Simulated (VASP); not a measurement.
Input of a VASP 6.6.1 run:

Contents of INCAR:

```
PREC = Accurate ; ENCUT = 520
EDIFF = 1E-7 ; ISMEAR = 0
SIGMA = 0.05 ; LREAL = False
LASPH = True ; NELM = 100
ALGO = Fast ; ISIF = 2
LWAVE = False ; LCHARG = False
GGA = PE ; NBANDS = 12
```

KPOINTS

```
regular mesh
0
Gamma
  22 22 22
```

File POSCAR:

```
Cr
1.0
   -1.4428507987      1.4428507987      1.4428507987
    1.4428507987     -1.4428507987      1.4428507987
    1.4428507987      1.4428507987     -1.4428507987
Cr
1
Direct
    0.0000000000      0.0000000000      0.0000000000
```

Potentials or basis: VASP PAW PBE potentials, release 64 (Cr_pv).

Launch:

```console
$ cat potpaw_PBE.64/Cr_pv/POTCAR > POTCAR
$ mpirun -np 1 vasp_std > vasp.out
```

Predict the band gap on the k mesh.

zero (band 6 reaches 12.72 eV, above the bottom of band 7 at 9.55 eV).

Estimate the pressure.

-9.7 GPa.

Caveat: the run has no spin polarisation, though such a crystal can be magnetic. Spin polarisation is off, so any magnetic state and its effect on volume and gap are missing.
